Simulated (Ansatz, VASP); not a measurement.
## Two plane-wave programs on ZnS

The input POSCAR:

```
ZnS
1.0
    3.8109987816      0.0000000000      0.0000000000
   -1.9054993908      3.3004217586      0.0000000000
    0.0000000000      0.0000000000      6.2340000000
Zn S
2 2
Direct
    0.2546138120      0.6666666667     -0.0962463908
    0.6666666667      0.3333333333      0.5000000000
    0.3333333333      0.6666666667      0.3850000000
    0.6666666667      0.3333333333      0.8850000000
```

File INCAR.step1:

```
  ALGO = Normal
  EDIFF = 1E-4
  ENCUT = 520
  GGA = PE
  ISMEAR = 0
  LASPH = T
  LCHARG = F
  LREAL = F
  LWAVE = T
  NBANDS = 26
  NELM = 60
  PREC = Accurate
  SIGMA = 0.05
```

Contents of INCAR.step2:

```
  ALGO = Normal
  EDIFF = 1E-7
  ENCUT = 520
  ISIF = 2
  ISMEAR = 0
  ISTART = 1
  LASPH = T
  LCHARG = T
  LELF = T
  LMIXTAU = T
  LREAL = F
  LVHAR = T
  LWAVE = F
  METAGGA = R2SCAN
  NBANDS = 26
  NELM = 60
  PREC = Accurate
  SIGMA = 0.05
```

KPOINTS

```
k-points
0
Gamma
  6 6 4
```

Input for Ansatz:

```yaml
crystal:
  lattice:
    - [3.8109987816, 0.0, 0.0]
    - [-1.9054993908, 3.3004217586, 0.0]
    - [0.0, 0.0, 6.234]
  atoms:
    - { symbol: Zn, position: [0.254613812, 0.6666666667, -0.0962463908] }
    - { symbol: Zn, position: [0.6666666667, 0.3333333333, 0.5] }
    - { symbol: S, position: [0.3333333333, 0.6666666667, 0.385] }
    - { symbol: S, position: [0.6666666667, 0.3333333333, 0.885] }
basis:
  ecutwfc: 500
kpoints:
  mp_grid: { grid: [6, 6, 4] }
hamiltonian:
  xc: r2scan
scf:
  occupations: { method: gaussian, width: 0.05 }
output:
  forces: true
  stress: true
  eigenvalues: true
```

Alike in both runs: task single point; functional r2SCAN; k mesh 6 × 6 × 4; occupations gaussian, width 0.05 eV; no spin polarisation.

```csv
,VASP,Ansatz
version,VASP 6.6.1,Ansatz 0.2.0
potentials or method,"VASP PAW PBE potentials, release 64 (Zn, S), cutoff 520 eV","scalar-relativistic, plane waves, PAW"
valence electrons in the cell,36,36
```

```tsv
	VASP	Ansatz	Ansatz less VASP
gap on the k mesh at the Fermi level (eV)	2.14	2.14	0.000
least direct gap on the mesh (eV)	2.14	2.14	0.000
pressure (GPa)	6.6	6.4	-0.17
traceless stress, the component that is largest in VASP (GPa)	9.38	9.23	-0.149
rms of the force components (eV/Å)	2.035	2.001	-0.0334
```

VASP's potentials were made for PBE, not for r2SCAN. Atom by atom the forces differ by 0.034 eV/Å (rms over components).
